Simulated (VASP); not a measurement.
# SnO2 (Cassiterite) (P4_2/mnm) in VASP: a series of runs

SnO2 (Cassiterite) is run at these levels: PBE; tasks: single point.

Everything below comes from runs of VASP 6.6.1. Logs are shortened: lines on timing, memory, paths and dates and some standing lists are left out, and cuts for length are marked.

### Step 1. The cell of the first run

The structure is tetragonal, space group P4_2/mnm (No. 136). The conventional cell has a = 4.738 Å, b = 4.738 Å, c = 3.218 Å, α = 90.00°, β = 90.00°, γ = 90.00°. Sn (site symmetry mmm) has 6 O at 2.05 to 2.07 Å within 2.7 Å. O (site symmetry m2m) has 3 Sn at 2.05 to 2.07 Å and 1 O at 2.60 Å within 2.7 Å.

### Step 2. Single point, PBE (z stretched by +1 %, then relaxed in part)

Input file INCAR:

```
PREC     = Accurate       # precision mode
ENCUT    = 520            # plane-wave cutoff, eV
EDIFF    = 1E-7           # SCF threshold, eV
ISMEAR   = -1             # smearing method
SIGMA    = 0.02           # smearing width, eV
LREAL    = False          # projectors in reciprocal space
LASPH    = True           # aspherical terms in the spheres
NELM     = 100            # most SCF steps
ALGO     = Normal         # electronic algorithm
ISIF     = 2              # what is computed and relaxed
LWAVE    = False          # write WAVECAR
LCHARG   = False          # write CHGCAR
GGA      = PE             # functional
NBANDS   = 35             # bands
```

Input file KPOINTS:

```
Automatic mesh
0
Gamma
  7 7 9
```

Input file POSCAR:

```
SnO2
1.0
    4.7380000000      0.0000000000      0.0000000000
    0.0000000000      4.7380000000      0.0000000000
    0.0000000000      0.0000000000      3.2183650000
Sn O
2 4
Direct
    0.0000000000      0.0000000000      0.0000000000
    0.5000000000      0.5000000000      0.5000000000
    0.3057408144      0.3057408144      0.0000000000
    0.1942591856      0.8057408144      0.5000000000
    0.6942591856      0.6942591856      0.0000000000
    0.8057408144      0.1942591856      0.5000000000
```

Potentials or basis: VASP PAW PBE potentials, release 64 (Sn_d, O).

On the command line:

```bash
$ cat potpaw_PBE.64/Sn_d/POTCAR potpaw_PBE.64/O/POTCAR > POTCAR
$ mpirun -np 1 vasp_std > vasp.out
```

OUTCAR:

```text
PREC = Accurate
   ENCUT = 520
   EDIFF = 1E-7
   ISMEAR = -1
   LREAL = False
   LASPH = True
   NELM = 100
   ISIF = 2
   GGA = PE

 ion  position               nearest neighbor table
   1  0.000  0.000  0.000-   3 2.05   5 2.05   4 2.07   6 2.07   4 2.07   6 2.07   2 3.72   2 3.72
                             2 3.72   2 3.72   2 3.72   2 3.72   2 3.72   2 3.72
   2  0.500  0.500  0.500-   4 2.05   6 2.05   5 2.07   3 2.07   3 2.07   5 2.07   1 3.72   1 3.72
                             1 3.72   1 3.72   1 3.72   1 3.72   1 3.72   1 3.72
   3  0.306  0.306  0.000-   1 2.05   2 2.07   2 2.07
   4  0.194  0.806  0.500-   2 2.05   1 2.07   1 2.07
   5  0.694  0.694  0.000-   1 2.05   2 2.07   2 2.07
   6  0.806  0.194  0.500-   2 2.05   1 2.07   1 2.07

  LATTYP: Found a simple tetragonal cell.
 ALAT       =     4.7380000000
 C/A-ratio  =     0.6792665682

  Lattice vectors:

 A1 = (   4.7380000000,   0.0000000000,   0.0000000000)
 A2 = (   0.0000000000,   4.7380000000,   0.0000000000)
 A3 = (   0.0000000000,   0.0000000000,   3.2183650000)

Analysis of symmetry for initial positions (statically):
=====================================================================
 Subroutine PRICEL returns:
 Original cell was already a primitive cell.

 Routine SETGRP: Setting up the symmetry group for a
 simple tetragonal supercell.

 Subroutine GETGRP returns: Found 16 space group operations
 (whereof  8 operations were pure point group operations)
 out of a pool of 16 trial point group operations.

The static configuration has the point symmetry D_2h.
 The point group associated with its full space group is D_4h.

Analysis of symmetry for dynamics (positions and initial velocities):
=====================================================================
 Subroutine PRICEL returns:
 Original cell was already a primitive cell.

 Routine SETGRP: Setting up the symmetry group for a
 simple tetragonal supercell.

 Subroutine GETGRP returns: Found 16 space group operations
 (whereof  8 operations were pure point group operations)
 out of a pool of 16 trial point group operations.

The dynamic configuration has the point symmetry D_2h.
 The point group associated with its full space group is D_4h.

 Subroutine INISYM returns: Found 16 space group operations
 (whereof  8 operations are pure point group operations),
 and found     1 'primitive' translations

----------------------------------------------------------------------------------------

                                     Primitive cell

  volume of cell :      72.2479

  direct lattice vectors                    reciprocal lattice vectors
     4.738000000  0.000000000  0.000000000     0.211059519  0.000000000  0.000000000
     0.000000000  4.738000000  0.000000000     0.000000000  0.211059519  0.000000000
     0.000000000  0.000000000  3.218365000     0.000000000  0.000000000  0.310716777

  length of vectors
     4.738000000  4.738000000  3.218365000     0.211059519  0.211059519  0.310716777

  position of ions in fractional coordinates (direct lattice)
     0.000000000  0.000000000  0.000000000
     0.500000000  0.500000000  0.500000000
     0.305740814  0.305740814  0.000000000
     0.194259186  0.805740814  0.500000000
     0.694259186  0.694259186  0.000000000
     0.805740814  0.194259186  0.500000000

  ion indices of the primitive-cell ions
   primitive index   ion index
                 1           1
                 2           2
                 3           3
                 4           4
                 5           5
                 6           6

----------------------------------------------------------------------------------------

 KPOINTS: Automatic mesh

Automatic generation of k-mesh.
 Grid dimensions read from file:
 generate k-points for:    7    7    9

 Generating k-lattice:

  Cartesian coordinates                     Fractional coordinates (reciprocal lattice)
     0.030151360  0.000000000  0.000000000     0.142857143  0.000000000  0.000000000
     0.000000000  0.030151360  0.000000000     0.000000000  0.142857143  0.000000000
     0.000000000  0.000000000  0.034524086     0.000000000  0.000000000  0.111111111

  Length of vectors
     0.030151360  0.030151360  0.034524086

  Shift w.r.t. Gamma in fractional coordinates (k-lattice)
     0.000000000  0.000000000  0.000000000

 Subroutine IBZKPT returns following result:
 ===========================================

 Found     50 irreducible k-points:

 Following reciprocal coordinates:
            Coordinates               Weight
  0.000000  0.000000  0.000000      1.000000
  0.142857  0.000000  0.000000      4.000000
  0.285714  0.000000  0.000000      4.000000
  0.428571  0.000000  0.000000      4.000000
  0.142857  0.142857  0.000000      4.000000
  0.285714  0.142857  0.000000      8.000000
[... 16 lines left out ...]
  0.285714  0.000000  0.222222      8.000000
  0.428571  0.000000  0.222222      8.000000
 [... further k-points ...]
[... 29 lines left out ...]
   NELECT =      52.0000    total number of electrons
   NUPDOWN=      -1.0000    fix difference up-down
   EMIN   =  10.00;   EMAX   =-10.00  energy-range for DOS
   EFERMI =   0.00;   METHOD = LEGACY
   ISMEAR =    -1;   SIGMA  =   0.02  broadening in eV -4-tet -1-fermi 0-gaus
   EFERMI_NEDOS =   21; number of points for ismear=-14 and -15
   IALGO  =     38    algorithm
   IMIX   =      4    mixing-type and parameters
     AMIX     =   0.40;   BMIX     =  1.00
     AMIX_MAG =   1.60;   BMIX_MAG =  1.00
  volume/ion in A,a.u.               =      12.04        81.26
  Fermi-wavevector in a.u.,A,eV,Ry     =   1.467126  2.772467 29.285987  2.152459
  Thomas-Fermi vector in A             =   2.582781
   LORBIT       =      0    0 simple, 1 ext, 2 COOP (PROOUT), +10 PAW based schemes
   GGA     = PE    functional components
   LHFCALC =     F    Hartree Fock is set to
   AEXX    =    0.0000 exact exchange contribution
   IVDW    =     0    specifies the selected vdW correction
   LEPSILON=     F    determine dielectric tensor
   LRPA    =     F    only Hartree local field effects (RPA)
 non-spin polarized calculation
  energy-cutoff  :      520.00
  volume of cell :       72.25
 maximum number of plane-waves:      1970
 NGX is ok and might be reduce to    36
   NGX = 17   NGY = 17   NGZ = 11

 number of electron      51.9999999 magnetization

 Free energy of the ion-electron system (eV)
  ---------------------------------------------------
  ext. energy  EPLUGINS =         0.00000000
  ---------------------------------------------------
  free energy    TOTEN  =       -37.21608992 eV

  energy without entropy =      -37.21608992  energy(sigma->0) =      -37.21608992

 E-fermi :   6.4807     XC(G=0): -11.2118

 val. band max:        6.0345635149   @ k =   0.0000   0.0000   0.0000
 cond. band min:       7.1299882952   @ k =   0.0000   0.0000   0.0000
 fundamental gap:      1.0954247803
 Fermi energy:         6.4806653729

 k-point     1 :       0.0000    0.0000    0.0000
  band No.  band energies     occupation
      1     -15.0576      2.00000
      2     -14.2649      2.00000
      3     -14.0485      2.00000
      4     -14.0213      2.00000
      5     -14.0213      2.00000
      6     -13.9725      2.00000
[... 27 lines left out ...]
     34      18.1534      0.00000
     35      18.6339      0.00000

 k-point     2 :       0.1429    0.0000    0.0000
  band No.  band energies     occupation
      1     -15.0261      2.00000
      2     -14.3008      2.00000
      3     -14.0486      2.00000
      4     -14.0199      2.00000
      5     -14.0198      2.00000
      6     -13.9993      2.00000
[... 27 lines left out ...]
     34      18.1663      0.00000
     35      18.6290      0.00000

 k-point     3 :       0.2857    0.0000    0.0000
  band No.  band energies     occupation
      1     -14.9337      2.00000
      2     -14.4232      2.00000
      3     -14.0488      2.00000
      4     -14.0347      2.00000
      5     -14.0167      2.00000
      6     -14.0165      2.00000
[... 27 lines left out ...]
     34      18.2646      0.00000
     35      18.5887      0.00000
[... 723 lines left out ...]
 k-point    23 :       0.2857    0.0000    0.2222
  band No.  band energies     occupation
      1     -14.8068      2.00000
      2     -14.5513      2.00000
      3     -14.3088      2.00000
      4     -14.0950      2.00000
      5     -13.9612      2.00000
      6     -13.9520      2.00000
[... 27 lines left out ...]
     34      18.2092      0.00000
     35      18.4303      0.00000

 k-point    24 :       0.4286    0.0000    0.2222
  band No.  band energies     occupation
      1     -14.7457      2.00000
      2     -14.6590      2.00000
      3     -14.2327      2.00000
      4     -14.1535      2.00000
      5     -13.9541      2.00000
      6     -13.9485      2.00000
[... 27 lines left out ...]
     34      18.4287      0.00000
     35      18.5123      0.00000

 [... further k-points ...]
[... 5 lines left out ...]
  --------------------------------------------------------------------------------------
  -------------------------------------------------------------------------------------
  Total        4.0081562      4.0081562      3.9185807      0.0000000      0.0000000      0.0000000
  in kB       88.8852737     88.8852737     86.8988383      0.0000000      0.0000000      0.0000000
  external PRESSURE =      88.2231286 kB  Pullay stress =       0.0000000 kB

 VOLUME and BASIS-vectors are now :
 -----------------------------------------------------------------------------
  energy-cutoff  :      520.00
  volume of cell :       72.25
      direct lattice vectors                 reciprocal lattice vectors
     4.738000000  0.000000000  0.000000000     0.211059519  0.000000000  0.000000000
     0.000000000  4.738000000  0.000000000     0.000000000  0.211059519  0.000000000
     0.000000000  0.000000000  3.218365000     0.000000000  0.000000000  0.310716777

 POSITION                                       TOTAL-FORCE (eV/Angst)
 -----------------------------------------------------------------------------------
      0.00000      0.00000      0.00000         0.000000      0.000000     -0.000000
      2.36900      2.36900      1.60918         0.000000      0.000000     -0.000000
      1.44860      1.44860      0.00000         0.005557      0.005557     -0.000000
      0.92040      3.81760      1.60918        -0.005557      0.005557     -0.000000
      3.28940      3.28940      0.00000        -0.005557     -0.005557      0.000000
      3.81760      0.92040      1.60918         0.005557     -0.005557      0.000000
 -----------------------------------------------------------------------------------
    total drift:                                0.000000      0.000000      0.000000

  FREE ENERGIE OF THE ION-ELECTRON SYSTEM (eV)
  ---------------------------------------------------
  free  energy   TOTEN  =       -37.2160899191 eV

  energy  without entropy=      -37.2160899191  energy(sigma->0) =      -37.21608992
```

Wall time 40 s (1 thread of Intel Xeon 6975P-C (Granite Rapids), shared host); peak memory 0.23 GiB.

What came out:

| Quantity | Value |
| --- | --- |
| Free energy | -37.2161 eV |
| Pressure | 8.8 GPa |
| Largest force | 0.008 eV/Å |
| Band gap on the k mesh | 1.10 eV, direct |

Forces in eV/Å, atoms in the order of the input:
```
Sn   0.000  0.000  0.000
Sn   0.000  0.000  0.000
O    0.006  0.006  0.000
O   -0.006  0.006  0.000
O   -0.006 -0.006  0.000
O    0.006 -0.006  0.000
```

Stress tensor (GPa, compression positive):
```
8.89 0.00 0.00
0.00 8.89 0.00
0.00 0.00 8.69
```

Caveat: the cell differs from its parent crystal (z stretched by +1 %, then relaxed in part); spin-orbit coupling is left out, which moves the levels of the heavy elements.

### Step 3. Single point, PBE (volume scaled by 1.02, then relaxed in part)

Input file INCAR:

```
SYSTEM = SnO2
  PREC = Accurate
  ENCUT = 520
  EDIFF = 1E-7
  ISMEAR = -1
  SIGMA = 0.02
  LREAL = .FALSE.
  LASPH = .TRUE.
  NELM = 100
  ALGO = Normal
  ISIF = 2
  LWAVE = .FALSE.
  LCHARG = .TRUE.
  GGA = PE
  LELF = .TRUE.
  LVHAR = .TRUE.
  NBANDS = 35
```

Input file KPOINTS:

```
Automatic mesh
0
G
  7 7 9
  0 0 0
```

Input file POSCAR:

```
SnO2
1.0
    4.7693783979      0.0000000000      0.0000000000
    0.0000000000      4.7693783979      0.0000000000
    0.0000000000      0.0000000000      3.2076032640
Sn O
2 4
Direct
    0.0000000000      0.0000000000      0.0000000000
    0.5000000000      0.5000000000      0.5000000000
    0.3057010500      0.3057010500      0.0000000000
    0.1942989500      0.8057010500      0.5000000000
    0.6942989500      0.6942989500      0.0000000000
    0.8057010500      0.1942989500      0.5000000000
```

Potentials or basis: VASP PAW PBE potentials, release 64 (Sn_d, O).

On the command line:

```bash
$ cat potpaw_PBE.64/Sn_d/POTCAR potpaw_PBE.64/O/POTCAR > POTCAR
$ mpirun -np 1 vasp_std > vasp.out
```

Wall time 38 s (1 thread of Intel Xeon 6975P-C (Granite Rapids), shared host); peak memory 0.23 GiB.

The run converged. Its results:

* Free energy: -37.2506 eV
* Pressure: 7.0 GPa
* Largest force: 0.003 eV/Å
* Band gap on the k mesh: 1.01 eV, direct

Forces on the atoms (eV/Å):
```
Sn   0.000  0.000  0.000
Sn   0.000  0.000  0.000
O    0.002  0.002  0.000
O   -0.002  0.002  0.000
O   -0.002 -0.002  0.000
O    0.002 -0.002  0.000
```

Stress tensor (GPa, compression positive):
```
6.55 0.00 0.00
0.00 6.55 0.00
0.00 0.00 8.00
```

Levels at points of the mesh, in eV from the valence-band top:
| k point | band 24 | band 25 | band 26 | band 27 | band 28 | band 29 |
| --- | --- | --- | --- | --- | --- | --- |
| (0.00, 0.00, 0.00) | -0.77 | -0.77 | 0.00 | 1.01 | 6.01 | 6.22 |

Caveat: spin-orbit coupling is left out, which moves the levels of the heavy elements.

### Step 4. Single point, PBE (z stretched by +2 %, then relaxed in part)

Input file INCAR:

```
SYSTEM = SnO2
PREC = Accurate
ENCUT = 520
EDIFF = 1E-6
ISMEAR = -1
SIGMA = 0.02
LREAL = .False.
LASPH = .True.
NELM = 60
ALGO = Normal
ISIF = 2
LWAVE = .False.
LCHARG = .False.
GGA = PE
NBANDS = 35
```

Input file KPOINTS:

```
regular mesh
0
Gamma
  7 7 9
  0 0 0
```

Input file POSCAR:

```
SnO2
1.0
    4.7380000000      0.0000000000      0.0000000000
    0.0000000000      4.7380000000      0.0000000000
    0.0000000000      0.0000000000      3.2502300000
Sn O
2 4
Direct
    0.0000000000      0.0000000000      0.0000000000
    0.5000000000      0.5000000000      0.5000000000
    0.3062958963      0.3062958963      0.0000000000
    0.1937041037      0.8062958963      0.5000000000
    0.6937041037      0.6937041037      0.0000000000
    0.8062958963      0.1937041037      0.5000000000
```

On the command line:

```bash
$ cat potpaw_PBE.64/Sn_d/POTCAR potpaw_PBE.64/O/POTCAR > POTCAR
$ mpirun -np 1 vasp_std > vasp.out
```

Run time: 36 s. Hardware: 1 thread of Intel Xeon 6975P-C (Granite Rapids), shared host; peak memory 0.23 GiB.

Results (log left out):

| Item | Value |
| --- | --- |
| Free energy | -37.2468 eV |
| Pressure | 6.4 GPa |
| Largest force | 0.011 eV/Å |
| Band gap on the k mesh | 0.96 eV, direct |

Forces on the atoms (eV/Å):
```
Sn   0.000  0.000  0.000
Sn   0.000  0.000  0.000
O   -0.008 -0.008  0.000
O    0.008 -0.008  0.000
O    0.008  0.008  0.000
O   -0.008  0.008  0.000
```

Stress tensor (GPa, compression positive):
```
7.30 0.00 0.00
0.00 7.30 0.00
0.00 0.00 4.66
```

Levels at points of the mesh, in eV from the valence-band top:
| k point | band 23 | band 24 | band 25 | band 26 | band 27 | band 28 | band 29 | band 30 |
| --- | --- | --- | --- | --- | --- | --- | --- | --- |
| (0.00, 0.00, 0.00) | -1.29 | -0.74 | -0.74 | 0.00 | 0.96 | 5.82 | 6.09 | 6.09 |

Caveat: the cell differs from its parent crystal (z stretched by +2 %, then relaxed in part); spin-orbit coupling is left out, which moves the levels of the heavy elements.

### Step 5. Single point, PBE (z stretched by +3 %, then relaxed in part)

Input file INCAR:

```
ALGO = Normal ; EDIFF = 1E-7
ENCUT = 520 ; GGA = PE
ISIF = 2 ; ISMEAR = -1
LASPH = True ; LCHARG = True
LELF = True ; LREAL = False
LVHAR = True ; LWAVE = False
NBANDS = 35 ; NELM = 100
PREC = Accurate ; SIGMA = 0.02
```

Input file KPOINTS:

```
k-points
0
Gamma
  7 7 9
```

Input file POSCAR:

```
SnO2
1.0
    4.7380000000      0.0000000000      0.0000000000
    0.0000000000      4.7380000000      0.0000000000
    0.0000000000      0.0000000000      3.2820950000
Sn O
2 4
Direct
    0.0000000000      0.0000000000      0.0000000000
    0.5000000000      0.5000000000      0.5000000000
    0.3066670749      0.3066670749      0.0000000000
    0.1933329251      0.8066670749      0.5000000000
    0.6933329251      0.6933329251      0.0000000000
    0.8066670749      0.1933329251      0.5000000000
```

On the command line:

```bash
$ cat potpaw_PBE.64/Sn_d/POTCAR potpaw_PBE.64/O/POTCAR > POTCAR
$ mpirun -np 1 vasp_std > vasp.out
```

It took 40 s on 1 thread of Intel Xeon 6975P-C (Granite Rapids), shared host; peak memory 0.23 GiB.

Results (log left out):

```
Free energy            : -37.2598 eV
Pressure               : 4.1 GPa
Largest force          : 0.008 eV/Å
Band gap on the k mesh : 0.83 eV, direct
```

Forces on the atoms (eV/Å):
```
Sn   0.000  0.000  0.000
Sn   0.000  0.000  0.000
O   -0.006 -0.006  0.000
O    0.006 -0.006  0.000
O    0.006  0.006  0.000
O   -0.006  0.006  0.000
```

Stress tensor (GPa, compression positive):
```
5.79 0.00 0.00
0.00 5.79 0.00
0.00 0.00 0.83
```

Levels at points of the mesh, in eV from the valence-band top:
```csv
k point,band 24,band 25,band 26,band 27,band 28,band 29
"(0.00, 0.00, 0.00)",-0.72,-0.72,0.00,0.83,5.63,5.98
```

Caveat: the cell differs from its parent crystal (z stretched by +3 %, then relaxed in part); spin-orbit coupling is left out, which moves the levels of the heavy elements.

### Step 6. Summary

| cell | gap on the mesh (eV) | pressure (GPa) | largest force (eV/Å) |
| --- | --- | --- | --- |
| a = 4.738, b = 4.738, c = 3.218 Å, 6 atoms | 1.10 | 8.8 | 0.01 |
| a = 4.769, b = 4.769, c = 3.208 Å, 6 atoms | 1.01 | 7.0 | - |
| a = 4.738, b = 4.738, c = 3.250 Å, 6 atoms | 0.96 | 6.4 | 0.01 |
| a = 4.738, b = 4.738, c = 3.282 Å, 6 atoms | 0.83 | 4.1 | 0.01 |

Alike in all rows: task single point; level PBE; potentials or basis VASP PAW PBE potentials, release 64 (Sn_d, O); no spin polarisation; k mesh 7 × 7 × 9; cutoff (eV) 520; smearing fermi-dirac 0.02 eV.

Caveats: spin-orbit coupling is left out, which moves the levels of the heavy elements.

Absolute energies hang on the potentials; compare differences alone.
